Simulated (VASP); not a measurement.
# Ag (I4/mmm) in VASP: notebook

Ag is run at these levels: PBEsol; tasks: single point.

All numbers are computed with VASP 6.6.1; they aren't measurements. Logs are shortened: lines on timing, memory, paths and dates and some standing lists are left out, and cuts for length are marked.

## (1) The cell of the first run

Symmetry: I4/mmm, No. 139, tetragonal system. Conventional cell: a = 3.444 Å, b = 3.444 Å, c = 3.576 Å, α = 90.00°, β = 90.00°, γ = 90.00°. Ag (site symmetry 4/mmm) has 14 Ag at 3.02 to 3.58 Å within 4.0 Å.

## (2) Single point, PBEsol (strain +0.040 along x and y, +0.080 along z)

Contents of INCAR:

```
PREC = Accurate
ENCUT = 520
EDIFF = 1E-7
ISMEAR = 0
SIGMA = 0.15
LREAL = F
LASPH = T
NELM = 60
ALGO = Fast
ISIF = 2
LWAVE = F
LCHARG = T
GGA = PS
LELF = T
LVHAR = T
NBANDS = 12
```

Contents of KPOINTS:

```
Automatic mesh
0
Gamma
  20 20 20
```

Contents of POSCAR:

```
Ag
1.0
   -1.7218801600      1.7218801600      1.7881063200
    1.7218801600     -1.7218801600      1.7881063200
    1.7218801600      1.7218801600     -1.7881063200
Ag
1
Direct
    0.0000000000      0.0000000000      0.0000000000
```

Potentials or basis: VASP PAW PBE potentials, release 64 (Ag).

Run with:

```console
> cat potpaw_PBE.64/Ag/POTCAR > POTCAR
> mpirun -np 1 vasp_std > vasp.out
```

OUTCAR:

```text
PREC = Accurate
   ENCUT = 520
   EDIFF = 1E-7
   ISMEAR = 0
   LREAL = F
   LASPH = T
   NELM = 60
   ISIF = 2
   GGA = PS

 ion  position               nearest neighbor table
   1  0.000  0.000  0.000-

  LATTYP: Found a body centered tetragonal cell.
 ALAT       =     3.4437603200
 C/A-ratio  =     1.0384615385

  Lattice vectors:

 A1 = (  -1.7218801600,   1.7218801600,   1.7881063200)
 A2 = (   1.7218801600,  -1.7218801600,   1.7881063200)
 A3 = (   1.7218801600,   1.7218801600,  -1.7881063200)

Analysis of symmetry for initial positions (statically):
=====================================================================
 Subroutine PRICEL returns:
 Original cell was already a primitive cell.

 Routine SETGRP: Setting up the symmetry group for a
 body centered tetragonal supercell.

 Subroutine GETGRP returns: Found 16 space group operations
 (whereof 16 operations were pure point group operations)
 out of a pool of 16 trial point group operations.

The static configuration has the point symmetry D_4h.

Analysis of symmetry for dynamics (positions and initial velocities):
=====================================================================
 Subroutine PRICEL returns:
 Original cell was already a primitive cell.

 Routine SETGRP: Setting up the symmetry group for a
 body centered tetragonal supercell.

 Subroutine GETGRP returns: Found 16 space group operations
 (whereof 16 operations were pure point group operations)
 out of a pool of 16 trial point group operations.

The dynamic configuration has the point symmetry D_4h.

 Subroutine INISYM returns: Found 16 space group operations
 (whereof 16 operations are pure point group operations),
 and found     1 'primitive' translations

----------------------------------------------------------------------------------------

                                     Primitive cell

  volume of cell :      21.2060

  direct lattice vectors                    reciprocal lattice vectors
    -1.721880160  1.721880160  1.788106320     0.000000000  0.290380255  0.279625431
     1.721880160 -1.721880160  1.788106320     0.290380255  0.000000000  0.279625431
     1.721880160  1.721880160 -1.788106320     0.290380255  0.290380255  0.000000000

  length of vectors
     3.021103570  3.021103570  3.021103570     0.403126623  0.403126623  0.410659695

  position of ions in fractional coordinates (direct lattice)
     0.000000000  0.000000000  0.000000000

  ion indices of the primitive-cell ions
   primitive index   ion index
                 1           1

----------------------------------------------------------------------------------------

 KPOINTS: Automatic mesh

Automatic generation of k-mesh.
 Grid dimensions read from file:
 generate k-points for:   20   20   20

 Generating k-lattice:

  Cartesian coordinates                     Fractional coordinates (reciprocal lattice)
     0.000000000  0.014519013  0.013981272     0.050000000  0.000000000  0.000000000
     0.014519013  0.000000000  0.013981272     0.000000000  0.050000000  0.000000000
     0.014519013  0.014519013  0.000000000     0.000000000  0.000000000  0.050000000

  Length of vectors
     0.020156331  0.020156331  0.020532985

  Shift w.r.t. Gamma in fractional coordinates (k-lattice)
     0.000000000  0.000000000  0.000000000

 Subroutine IBZKPT returns following result:
 ===========================================

 Found    641 irreducible k-points:

 Following reciprocal coordinates:
            Coordinates               Weight
  0.000000  0.000000  0.000000      1.000000
  0.050000  0.000000 -0.000000      8.000000
  0.100000  0.000000 -0.000000      8.000000
  0.150000 -0.000000  0.000000      8.000000
  0.200000  0.000000 -0.000000      8.000000
  0.250000  0.000000  0.000000      8.000000
[... 16 lines left out ...]
 -0.400000  0.050000  0.000000     16.000000
 -0.350000  0.050000  0.000000     16.000000
 [... further k-points ...]
   k-points           NKPTS =    641   k-points in BZ     NKDIM =    641   number of bands    NBANDS=     12
   number of dos      NEDOS =    301   number of ions     NIONS =      1
   total plane-waves  NPLWV =  13824
   dimension x,y,z NGX =    24 NGY =   24 NGZ =   24
   dimension x,y,z NGXF=    48 NGYF=   48 NGZF=   48
   ions per type =               1
   NGX,Y,Z   is equivalent  to a cutoff of  13.21, 13.21, 13.21 a.u.
   NGXF,Y,Z  is equivalent  to a cutoff of  26.41, 26.41, 26.41 a.u.
 SYSTEM =  unknown system
   PREC   = accura    normal or accurate (medium, high low for compatibility)
   ISTART =      0    job   : 0-new  1-cont  2-samecut
   ICHARG =      2    charge: 1-file 2-atom 10-const
   ISPIN  =      1    spin polarized calculation?
   LNONCOLLINEAR =      F non collinear calculations
   LSORBIT =      F    spin-orbit coupling
   LASPH  =      T    aspherical Exc in radial PAW
   ENCUT  =  520.0 eV  38.22 Ry    6.18 a.u.   5.62  5.62  5.62*2*pi/ulx,y,z
   NELM   =     60;   NELMIN=  2; NELMDL= -5     # of ELM steps
   EDIFF  = 0.1E-06   stopping-criterion for ELM
   LREAL  =      F    real-space projection
   EDIFFG = 0.1E-05   stopping-criterion for IOM
   NSW    =      0    number of steps for IOM
   IBRION =     -1    ionic relax: 0-MD 1-quasi-New 2-CG
   NFREE  =      0    steps in history (QN), initial steepest desc. (CG)
   ISIF   =      2    stress and relaxation
   ISYM   =      2    0-nonsym 1-usesym 2-fastsym
   POTIM  = 0.5000    time-step for ionic-motion
   TEBEG  =    0.0;   TEEND  =   0.0 temperature during run
   PSTRESS=    0.0 pullay stress
   NELECT =      11.0000    total number of electrons
   NUPDOWN=      -1.0000    fix difference up-down
   EMIN   =  10.00;   EMAX   =-10.00  energy-range for DOS
   EFERMI =   0.00;   METHOD = LEGACY
   ISMEAR =     0;   SIGMA  =   0.15  broadening in eV -4-tet -1-fermi 0-gaus
   EFERMI_NEDOS =   21; number of points for ismear=-14 and -15
   IALGO  =     68    algorithm
   IMIX   =      4    mixing-type and parameters
     AMIX     =   0.40;   BMIX     =  1.00
     AMIX_MAG =   1.60;   BMIX_MAG =  1.00
  volume/ion in A,a.u.               =      21.21       143.11
  Fermi-wavevector in a.u.,A,eV,Ry     =   1.315384  2.485716 23.541290  1.730236
  Thomas-Fermi vector in A             =   2.445571
   LORBIT       =      0    0 simple, 1 ext, 2 COOP (PROOUT), +10 PAW based schemes
   GGA     = PS    functional components
   LHFCALC =     F    Hartree Fock is set to
   AEXX    =    0.0000 exact exchange contribution
   IVDW    =     0    specifies the selected vdW correction
   LEPSILON=     F    determine dielectric tensor
   LRPA    =     F    only Hartree local field effects (RPA)
 non-spin polarized calculation
 RMM-DIIS sequential band-by-band and
 Gauss-broadening in eV      SIGMA  =   0.15
  energy-cutoff  :      520.00
  volume of cell :       21.21
 maximum number of plane-waves:       587
   NGX = 11   NGY = 11   NGZ = 11

 number of electron      10.9999999 magnetization

 Free energy of the ion-electron system (eV)
  ---------------------------------------------------
  ext. energy  EPLUGINS =         0.00000000
  ---------------------------------------------------
  free energy    TOTEN  =        -3.02298330 eV

  energy without entropy =       -3.01922171  energy(sigma->0) =       -3.02110250

 E-fermi :   5.5730     XC(G=0): -11.1575

 val. band max:        5.5610276946   @ k =   0.2500   0.2500  -0.0000
 cond. band min:       5.5776543287   @ k =   0.3000   0.2000   0.0000
 fundamental gap:      0.0166266341
 Fermi energy:         5.5730360284

 k-point     1 :       0.0000    0.0000    0.0000
  band No.  band energies     occupation
      1      -0.7990      2.00000
      2       1.3322      2.00000
      3       1.3322      2.00000
      4       1.4494      2.00000
      5       2.2346      2.00000
      6       2.3595      2.00000
      7      22.2431      0.00000
      8      22.7559      0.00000
      9      22.7559      0.00000
     10      25.4080      0.00000
     11      26.1698      0.00000
     12      26.1698      0.00000

 k-point     2 :       0.0500    0.0000   -0.0000
  band No.  band energies     occupation
      1      -0.7300      2.00000
      2       1.3360      2.00000
      3       1.3393      2.00000
      4       1.4623      2.00000
      5       2.2247      2.00000
      6       2.3545      2.00000
      7      22.0607      0.00000
      8      22.5773      0.00000
      9      22.7655      0.00000
     10      24.8426      0.00000
     11      25.4465      0.00000
     12      25.7049      0.00000

 k-point     3 :       0.1000    0.0000   -0.0000
  band No.  band energies     occupation
      1      -0.5284      2.00000
      2       1.3258      2.00000
      3       1.3488      2.00000
      4       1.5351      2.00000
      5       2.1963      2.00000
      6       2.3445      2.00000
      7      21.0859      0.00000
      8      22.2479      0.00000
      9      22.7875      0.00000
     10      24.2406      0.00000
     11      24.6738      0.00000
     12      24.7137      0.00000
[... 286 lines left out ...]
 k-point    23 :      -0.4000    0.0500    0.0000
  band No.  band energies     occupation
      1       0.4692      2.00000
      2       0.9602      2.00000
      3       2.1357      2.00000
      4       2.3522      2.00000
      5       2.6214      2.00000
      6       3.9313      2.00000
      7      11.3375      0.00000
      8      18.3691      0.00000
      9      18.9049      0.00000
     10      23.3027      0.00000
     11      24.2714      0.00000
     12      26.9672      0.00000

 k-point    24 :      -0.3500    0.0500    0.0000
  band No.  band energies     occupation
      1       0.5180      2.00000
      2       1.0218      2.00000
      3       2.1163      2.00000
      4       2.2607      2.00000
      5       2.4151      2.00000
      6       3.0560      2.00000
      7      13.0232      0.00000
      8      18.8716      0.00000
      9      19.5301      0.00000
     10      23.2677      0.00000
     11      24.2368      0.00000
     12      26.3816      0.00000

 [... further k-points ...]
[... 5 lines left out ...]
  --------------------------------------------------------------------------------------
  -------------------------------------------------------------------------------------
  Total       -1.8419436     -1.8419436     -1.8086465      0.0000000     -0.0000000      0.0000000
  in kB     -139.1642706   -139.1642706   -136.6485726      0.0000000     -0.0000000      0.0000000
  external PRESSURE =    -138.3257046 kB  Pullay stress =       0.0000000 kB

 VOLUME and BASIS-vectors are now :
 -----------------------------------------------------------------------------
  energy-cutoff  :      520.00
  volume of cell :       21.21
      direct lattice vectors                 reciprocal lattice vectors
    -1.721880160  1.721880160  1.788106320     0.000000000  0.290380255  0.279625431
     1.721880160 -1.721880160  1.788106320     0.290380255  0.000000000  0.279625431
     1.721880160  1.721880160 -1.788106320     0.290380255  0.290380255  0.000000000

 POSITION                                       TOTAL-FORCE (eV/Angst)
 -----------------------------------------------------------------------------------
      0.00000      0.00000      0.00000        -0.000000     -0.000000     -0.000000
 -----------------------------------------------------------------------------------
    total drift:                               -0.000000     -0.000000      0.000000

  FREE ENERGIE OF THE ION-ELECTRON SYSTEM (eV)
  ---------------------------------------------------
  free  energy   TOTEN  =        -3.0229832963 eV

  energy  without entropy=       -3.0192217062  energy(sigma->0) =       -3.02110250
```

Wall time 82 s (1 thread of AMD EPYC 9R45 (Zen 5), shared host); peak memory 0.24 GiB.

Results:

* Free energy: -3.0230 eV
* Pressure: -13.8 GPa

Levels at points of the mesh, in eV from the Fermi level:
```csv
k point,band 3,band 4,band 5,band 6,band 7,band 8,band 9,band 10
"(0.00, 0.00, 0.00)",-4.24,-4.12,-3.34,-3.21,16.67,17.18,17.18,19.83
"(0.50, 0.00, 0.00)",-3.39,-3.19,-2.60,0.30,2.89,12.61,12.80,17.58
"(0.50, 0.50, 0.00)",-3.23,-3.16,-2.58,0.48,3.21,11.99,12.07,17.00
"(0.50, 0.50, 0.50)",-2.78,-2.74,-2.74,5.61,6.55,6.55,9.74,11.58
```

Caveat: the cell differs from its parent crystal (strain +0.040 along x and y, +0.080 along z); the PAW data sets were made with another functional, which shifts forces and pressure a little.

## (3) Single point, PBEsol (strain -0.040 along x and y, +0.000 along z)

Contents of INCAR:

```
SYSTEM = Ag
PREC     = Accurate       ! precision mode
ENCUT    = 520            ! plane-wave cutoff, eV
EDIFF    = 1E-7           ! SCF threshold, eV
ISMEAR   = 0              ! smearing method
SIGMA    = 0.15           ! smearing width, eV
LREAL    = .False.        ! projectors in reciprocal space
LASPH    = .True.         ! aspherical terms in the spheres
NELM     = 80             ! most SCF steps
ALGO     = Normal         ! electronic algorithm
ISIF     = 2              ! what is computed and relaxed
LWAVE    = .False.        ! write WAVECAR
LCHARG   = .False.        ! write CHGCAR
GGA      = PS             ! functional
NBANDS   = 12             ! bands
```

Contents of KPOINTS:

```
Automatic mesh
0
Gamma
  20 20 20
  0 0 0
```

Contents of POSCAR:

```
Ag
1.0
   -1.5894278400      1.5894278400      1.6556540000
    1.5894278400     -1.5894278400      1.6556540000
    1.5894278400      1.5894278400     -1.6556540000
Ag
1
Direct
    0.0000000000      0.0000000000      0.0000000000
```

Potentials or basis: VASP PAW PBE potentials, release 64 (Ag).

Run with:

```console
> cat potpaw_PBE.64/Ag/POTCAR > POTCAR
> mpirun -np 1 vasp_std > vasp.out
```

It took 74 s on 1 thread of AMD EPYC 9R45 (Zen 5), shared host; peak memory 0.21 GiB.

Results (log left out):

| Property | Result |
| --- | --- |
| Free energy | -3.2721 eV |
| Pressure | 0.1 GPa |

Stress tensor (GPa, compression positive):
```
-0.22  0.00  0.00
 0.00 -0.22  0.00
 0.00  0.00  0.63
```

Levels at points of the mesh, in eV from the Fermi level:
```tsv
k point	band 4	band 5	band 6	band 7	band 8	band 9
(0.00, 0.00, 0.00)	-4.84	-3.70	-3.49	17.55	18.23	18.23
(0.50, 0.00, 0.00)	-3.44	-2.55	-0.26	4.12	13.59	14.94
(0.50, 0.50, 0.00)	-3.38	-2.50	-0.02	4.53	12.95	13.99
(0.50, 0.50, 0.50)	-2.76	-2.76	6.11	7.30	7.30	12.55
```

Caveat: the cell differs from its parent crystal (strain -0.040 along x and y, +0.000 along z); the PAW data sets were made with another functional, which shifts forces and pressure a little.
